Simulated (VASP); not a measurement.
# ZnO (ref) (P6_3mc) in VASP: further runs, part 2 of 2

VASP 6.6.1.

## Step 3: Single point, r2SCAN

POSCAR

```
ZnO
1.0
    3.2351576527      0.0000000000      0.0000000000
   -1.6175788264      2.8017287125      0.0000000000
    0.0000000000      0.0000000000      5.2110795600
Zn O
2 2
Direct
    0.3333333333      0.6666666667     -0.0078595133
    0.6666666667      0.3333333333      0.4921404867
    0.3333333333      0.6666666667      0.3898595133
    0.6666666667      0.3333333333      0.8898595133
```

INCAR.step1

```
PREC = Accurate
ENCUT = 520
ISMEAR = 0
SIGMA = 0.01
LREAL = F
LASPH = T
NELM = 80
NBANDS = 26
GGA = PE
ALGO = Normal
EDIFF = 1E-4
LWAVE = T
LCHARG = F
```

INCAR.step2

```
PREC = Accurate
ENCUT = 520
EDIFF = 1E-7
ISMEAR = 0
SIGMA = 0.01
LREAL = F
LASPH = T
NELM = 80
ALGO = Normal
ISIF = 2
LWAVE = F
LCHARG = F
METAGGA = R2SCAN
LMIXTAU = T
NBANDS = 26
ISTART = 1
```

KPOINTS

```
Automatic mesh
0
Gamma
  12 12 8
```

Potentials or basis: VASP PAW PBE potentials, release 64 (Zn, O).

The run is started by

```sh
> cat potpaw_PBE.64/Zn/POTCAR potpaw_PBE.64/O/POTCAR > POTCAR
> cp INCAR.step1 INCAR
> mpirun -np 1 vasp_std > vasp.out
> cp INCAR.step2 INCAR
> mpirun -np 1 vasp_std > vasp.out
```

It took 5 min on 1 thread of Intel Xeon 6975P-C (Granite Rapids), shared host; peak memory 0.23 GiB.

The run converged. Its results:

* Free energy: -36.2659 eV
* Pressure: 1.6 GPa
* Largest force: 0.492 eV/Å
* Band gap on the k mesh: 1.23 eV, direct

Forces in eV/Å, atoms in the order of the input:
```
Zn   0.000  0.000  0.492
Zn   0.000  0.000  0.492
O    0.000  0.000 -0.492
O    0.000  0.000 -0.492
```

Stress tensor (GPa, compression positive):
```
 4.09  0.00  0.00
 0.00  4.09  0.00
 0.00  0.00 -3.43
```

Levels at points of the mesh, in eV from the valence-band top:
```csv
k point,band 16,band 17,band 18,band 19,band 20,band 21
"(0.00, 0.00, 0.00)",-0.29,0.00,0.00,1.23,5.75,8.73
"(0.50, 0.00, 0.00)",-2.32,-1.27,-1.10,6.43,7.35,8.12
"(0.00, 0.00, 0.50)",-0.33,-0.33,-0.33,3.90,3.90,10.66
"(0.50, 0.00, 0.50)",-1.68,-1.37,-1.37,6.24,6.24,9.19
```

Caveat: the PAW data sets were made with another functional, which shifts forces and pressure a little. A k mesh can miss the band edges.

## Step 4: Single point, r2SCAN

POSCAR

```
ZnO
1.0
    3.2351576527      0.0000000000      0.0000000000
   -1.6175788264      2.8017287125      0.0000000000
    0.0000000000      0.0000000000      5.2110795600
Zn O
2 2
Direct
    0.3333333333      0.6666666667     -0.0168843051
    0.6666666667      0.3333333333      0.4831156949
    0.3333333333      0.6666666667      0.3988843051
    0.6666666667      0.3333333333      0.8988843051
```

INCAR.step1

```
SYSTEM = ZnO
PREC     = Accurate       ! precision mode
ENCUT    = 520            ! plane-wave cutoff, eV
ISMEAR   = 0              ! smearing method
SIGMA    = 0.01           ! smearing width, eV
LREAL    = .False.        ! projectors in reciprocal space
LASPH    = .True.         ! aspherical terms in the spheres
NELM     = 100            ! most SCF steps
NBANDS   = 26             ! bands
GGA      = PE             ! functional
ALGO     = Normal         ! electronic algorithm
EDIFF    = 1E-4           ! SCF threshold, eV
LWAVE    = .True.         ! write WAVECAR
LCHARG   = .False.        ! write CHGCAR
```

INCAR.step2

```
SYSTEM = ZnO
PREC     = Accurate       ! precision mode
ENCUT    = 520            ! plane-wave cutoff, eV
EDIFF    = 1E-6           ! SCF threshold, eV
ISMEAR   = 0              ! smearing method
SIGMA    = 0.01           ! smearing width, eV
LREAL    = .False.        ! projectors in reciprocal space
LASPH    = .True.         ! aspherical terms in the spheres
NELM     = 100            ! most SCF steps
ALGO     = Normal         ! electronic algorithm
ISIF     = 2              ! what is computed and relaxed
LWAVE    = .False.        ! write WAVECAR
LCHARG   = .False.        ! write CHGCAR
METAGGA  = R2SCAN         ! meta-GGA
LMIXTAU  = .True.       
NBANDS   = 26             ! bands
ISTART   = 1
```

KPOINTS

```
regular mesh
0
Gamma
  12 12 8
  0 0 0
```

Potentials or basis: VASP PAW PBE potentials, release 64 (Zn, O).

The run is started by

```sh
> cat potpaw_PBE.64/Zn/POTCAR potpaw_PBE.64/O/POTCAR > POTCAR
> cp INCAR.step1 INCAR
> mpirun -np 1 vasp_std > vasp.out
> cp INCAR.step2 INCAR
> mpirun -np 1 vasp_std > vasp.out
```

OUTCAR:

```text
SYSTEM = ZnO
   PREC = Accurate
   ENCUT = 520
   EDIFF = 1E-6
   ISMEAR = 0
   LREAL = .False.
   LASPH = .True.
   NELM = 100
   ISIF = 2
   METAGGA = R2SCAN
   ISTART = 1

 ion  position               nearest neighbor table
   1  0.333  0.667  0.983-   4 1.92   4 1.92   4 1.92   3 2.17
   2  0.667  0.333  0.483-   3 1.92   3 1.92   3 1.92   4 2.17
   3  0.333  0.667  0.399-   2 1.92   2 1.92   2 1.92   1 2.17
   4  0.667  0.333  0.899-   1 1.92   1 1.92   1 1.92   2 2.17

  LATTYP: Found a hexagonal cell.
 ALAT       =     3.2351576527
 C/A-ratio  =     1.6107652607

[... 888 lines left out ...]

 [... further k-points ...]
[... 5 lines left out ...]
  --------------------------------------------------------------------------------------
  -------------------------------------------------------------------------------------
  Total        2.1330118      2.1330118     -1.4237819     -0.0000000     -0.0000000      0.0000000
  in kB       72.3526778     72.3526778    -48.2952954     -0.0000000     -0.0000000      0.0000000
  external PRESSURE =      32.1366868 kB  Pullay stress =       0.0000000 kB

 VOLUME and BASIS-vectors are now :
 -----------------------------------------------------------------------------
  energy-cutoff  :      520.00
  volume of cell :       47.23
      direct lattice vectors                 reciprocal lattice vectors
     3.235157653  0.000000000  0.000000000     0.309103947  0.178461247  0.000000000
    -1.617578826  2.801728713  0.000000000     0.000000000  0.356922494  0.000000000
     0.000000000  0.000000000  5.211079560     0.000000000  0.000000000  0.191898816

 POSITION                                       TOTAL-FORCE (eV/Angst)
 -----------------------------------------------------------------------------------
     -0.00000      1.86782      5.12309         0.000000      0.000000      0.663406
      1.61758      0.93391      2.51755        -0.000000     -0.000000      0.663406
     -0.00000      1.86782      2.07862         0.000000     -0.000000     -0.663406
      1.61758      0.93391      4.68416         0.000000     -0.000000     -0.663406
 -----------------------------------------------------------------------------------
    total drift:                               -0.000000     -0.000001     -0.041549

  FREE ENERGIE OF THE ION-ELECTRON SYSTEM (eV)
  ---------------------------------------------------
  free  energy   TOTEN  =       -36.1540765592 eV

  energy  without entropy=      -36.1540765592  energy(sigma->0) =      -36.15407656
```

OUTCAR.step1:

```text
SYSTEM = ZnO
   PREC = Accurate
   ENCUT = 520
   ISMEAR = 0
   LREAL = .False.
   LASPH = .True.
   NELM = 100
[... 926 lines left out ...]
      1.61758      0.93391      2.51755         0.000000     -0.000000      0.688554
     -0.00000      1.86782      2.07862        -0.000000      0.000000     -0.688554
      1.61758      0.93391      4.68416        -0.000000     -0.000000     -0.688554
 -----------------------------------------------------------------------------------
    total drift:                               -0.000001     -0.000001     -0.002999

  FREE ENERGIE OF THE ION-ELECTRON SYSTEM (eV)
  ---------------------------------------------------
  free  energy   TOTEN  =       -17.6434353849 eV

  energy  without entropy=      -17.6434353849  energy(sigma->0) =      -17.64343538
```

Run time: 4.1 min. Hardware: 1 thread of Intel Xeon 6975P-C (Granite Rapids), shared host; peak memory 0.23 GiB.

What came out:

```yaml
Free_energy: -36.1541 eV
Pressure: 3.2 GPa
Largest_force: 0.663 eV/Å
Band_gap_on_the_k_mesh: 1.25 eV, direct
```

Forces in eV/Å, atoms in the order of the input:
```
Zn   0.000  0.000  0.663
Zn   0.000  0.000  0.663
O    0.000  0.000 -0.663
O    0.000  0.000 -0.663
```

Caveat: the PAW data sets were made with another functional, which shifts forces and pressure a little. A k mesh can miss the band edges.
